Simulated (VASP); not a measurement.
Crystal: Ag.

```
CELL_PARAMETERS angstrom
0.00000 2.04275 2.04275
2.04275 0.00000 2.04275
2.04275 2.04275 0.00000
ATOMIC_POSITIONS crystal
Ag 0.00000 0.00000 0.00000
```

* Program: VASP 6.6.1
* Task: relaxation of volume and atoms at fixed shape
* Functional: PBEsol
* Potentials or basis: VASP PAW PBE potentials, release 64 (Ag)
* Cutoff: 600 eV
* k mesh: 9 × 9 × 9
* Occupations: fermi-dirac, width 0.05 eV
* Spin: no spin polarisation

At the start: pressure -3.0 GPa; volume 17.05 Å³/atom.

Where does the relaxation end?

Over 3 steps the energy falls by 4.3 meV/atom and the volume is 16.60 Å³/atom (-2.6 %); space group Fm-3m (No. 225, to 0.05 Å).

The path:
```
step  energy change (eV)  largest force (eV/Å)  pressure (GPa)  volume (Å³)
   1              0.0000                0.0000           -2.98        17.05
   2             -0.0018                0.0000            2.53        16.28
   3             -0.0043                0.0000           -0.01        16.60
```

Final structure:
```yaml
crystal:
  lattice:
    - [0.00000, 2.02473, 2.02473]
    - [2.02473, 0.00000, 2.02473]
    - [2.02473, 2.02473, 0.00000]
  atoms:
    - { symbol: Ag, position: [0.00000, 0.00000, 0.00000] }
```

Caveat: the PAW data sets were made with another functional, which shifts forces and pressure a little.
